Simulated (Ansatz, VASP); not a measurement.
# P: VASP beside Ansatz

Contents of INCAR:

```
SYSTEM = P
PREC = Accurate
ENCUT = 520
EDIFF = 1E-6
ISMEAR = 0
SIGMA = 0.15
LREAL = .FALSE.
LASPH = .TRUE.
NELM = 80
ALGO = Normal
ISIF = 2
LWAVE = .FALSE.
LCHARG = .FALSE.
GGA = PS
NBANDS = 12
```

KPOINTS

```
Automatic mesh
0
G
  18 18 18
  0 0 0
```

File POSCAR:

```
P
1.0
    1.8217914528      1.0518117857      2.8083154336
   -1.8217914528      1.0518117857      2.8083154336
    0.0000000000     -2.1036235713      2.8083154336
P
2
Direct
    0.2270802500      0.2270802500      0.2270802500
    0.7729197500      0.7729197500      0.7729197500
```

Input for Ansatz:

```yaml
crystal:
  lattice:
    - [1.8217914528, 1.0518117857, 2.8083154336]
    - [-1.8217914528, 1.0518117857, 2.8083154336]
    - [0.0, -2.1036235713, 2.8083154336]
  atoms:
    - { symbol: P, position: [0.22708025, 0.22708025, 0.22708025] }
    - { symbol: P, position: [0.77291975, 0.77291975, 0.77291975] }
basis:
  ecutwfc: 420
kpoints:
  mp_grid: { grid: [18, 18, 18] }
hamiltonian:
  xc: pbesol
scf:
  occupations: { method: gaussian, width: 0.15 }
output:
  forces: true
  stress: true
  eigenvalues: true
```

Alike in both runs: task single point; functional PBEsol; k mesh 18 × 18 × 18; occupations gaussian, width 0.15 eV; no spin polarisation.

|  | VASP | Ansatz |
| --- | --- | --- |
| version | VASP 6.6.1 | Ansatz 0.2.0 |
| potentials or method | VASP PAW PBE potentials, release 64 (P), cutoff 520 eV | scalar-relativistic, plane waves, PAW |
| valence electrons in the cell | 10 | 10 |

VASP gave:

- gap on the k mesh at the Fermi level (eV): none
- pressure (GPa): -5.6
- traceless stress, the component that is largest in VASP (GPa): 9.41
- rms of the force components (eV/Å): 0.318

Question: Which values does Ansatz return?

Answer: gap on the k mesh at the Fermi level (eV): none; pressure (GPa): -5.6; traceless stress, the component that is largest in VASP (GPa): 9.28; rms of the force components (eV/Å): 0.327.

VASP's potentials were made for PBE, not for PBEsol. Atom by atom the forces differ by 0.009 eV/Å (rms over components). A gap of «none» marks a metal or a gap that the smearing closes.
